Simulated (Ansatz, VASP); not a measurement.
## RbVF3: VASP beside Ansatz

Contents of INCAR:

```
SYSTEM = RbVF3
  PREC = Accurate
  ENCUT = 520
  EDIFF = 1E-6
  ISMEAR = 0
  SIGMA = 0.05
  LREAL = .FALSE.
  LASPH = .TRUE.
  NELM = 150
  ALGO = Normal
  ISIF = 2
  LWAVE = .FALSE.
  LCHARG = .TRUE.
  ISPIN = 2
  MAGMOM = 0 0.78 0.04 -0.03 -0.03
  LORBIT = 11
  LMAXMIX = 4
  LDAU = .TRUE.
  LDAUTYPE = 2
  LDAUL = -1 2 -1
  LDAUU = 0 4 0
  LDAUJ = 0 0 0
  LDAUPRINT = 1
  LELF = .TRUE.
  LVHAR = .TRUE.
  NBANDS = 34
```

KPOINTS

```
Automatic mesh
0
G
  5 5 5
  0 0 0
```

POSCAR

```
RbVF3
1.0
    4.1819996800      0.0000000000      0.0000000000
    0.0000000000      4.1819996800      0.0000000000
    0.0000000000      0.0000000000      4.1819996800
Rb V F
1 1 3
Direct
    0.0000000000      0.0000000000      0.0000000000
    0.5000000000      0.5000000000      0.5000000000
    0.5000000000      0.5000000000      0.0000000000
    0.0000000000      0.5000000000      0.5000000000
    0.5000000000      0.0000000000      0.5000000000
```

Input for Ansatz:

```yaml
crystal:
  lattice:
    - [4.18199968, 0.0, 0.0]
    - [0.0, 4.18199968, 0.0]
    - [0.0, 0.0, 4.18199968]
  atoms:
    - { symbol: Rb, position: [0.0, 0.0, 0.0] }
    - { symbol: V, position: [0.5, 0.5, 0.5], spin: 1.0 }
    - { symbol: F, position: [0.5, 0.5, 0.0] }
    - { symbol: F, position: [0.0, 0.5, 0.5] }
    - { symbol: F, position: [0.5, 0.0, 0.5] }
basis:
  ecutwfc: 420
  ecutrho_ratio: 4
kpoints:
  mp_grid: { grid: [5, 5, 5] }
hamiltonian:
  xc: lda
  hubbard:
    sites:
      - { site: 1, l: d, u_eff: 4.0, starting_ns: [{ spin: up, occupation_matrix: s1up }, { spin: down, occupation_matrix: s1down }] }
    occupation_matrices:
      s1up:
        matrix:
          - [0.02, 0.0, 0.0, 0.0, 0.0]
          - [0.0, 0.97, 0.0, 0.0, 0.0]
          - [0.0, 0.0, 0.97, 0.0, 0.0]
          - [0.0, 0.0, 0.0, 0.02, 0.0]
          - [0.0, 0.0, 0.0, 0.0, 0.02]
      s1down:
        matrix:
          - [0.02, 0.0, 0.0, 0.0, 0.0]
          - [0.0, 0.02, 0.0, 0.0, 0.0]
          - [0.0, 0.0, 0.02, 0.0, 0.0]
          - [0.0, 0.0, 0.0, 0.97, 0.0]
          - [0.0, 0.0, 0.0, 0.0, 0.02]
    ns_hold: { iters: 12 }
scf:
  occupations: { method: gaussian, width: 0.05 }
  lower_state_search: "off"
  max_iter: 150
output:
  forces: true
  stress: true
  eigenvalues: true
  populations: true
  hubbard: { sites: [{ site: 1, l: d }] }
magnetization:
  spin_polarized: true
```

Alike in both runs: task single point; functional LDA; k mesh 5 × 5 × 5; occupations gaussian, width 0.05 eV; collinear spin; Hubbard terms V d U = 4.0 eV.

|  | VASP | Ansatz |
| --- | --- | --- |
| version | VASP 6.6.1 | Ansatz 0.2.0 |
| potentials or method | VASP PAW LDA potentials, release 64 (Rb_sv, V_sv, F), cutoff 520 eV | scalar-relativistic, plane waves, PAW |
| valence electrons in the cell | 43 | 43 |

|  | VASP | Ansatz | Ansatz less VASP |
| --- | --- | --- | --- |
| pressure (GPa) | -3.2 | 1.7 | +4.88 |
| traceless stress, the component that is largest in VASP (GPa) | 0.00 | -4.62 | -4.623 |
| net moment per atom (μB) | 0.60 | 0.20 | -0.397 |
| size of the moment on the site where the two differ most (μB) | 2.72 | 0.71 | -2.011 |

The net moments are unlike, so the other rows may belong to different states. LDA's correlation is that of Perdew and Zunger in VASP and of Perdew and Wang (1992) in Ansatz. Site moments also hang on the region over which each program counts them. The programs project onto different local orbitals, so the same U acts differently, and such runs can settle in different states. Ansatz's warnings: filled band counts differ across k points, symmetry narrowed by occupation matrices.
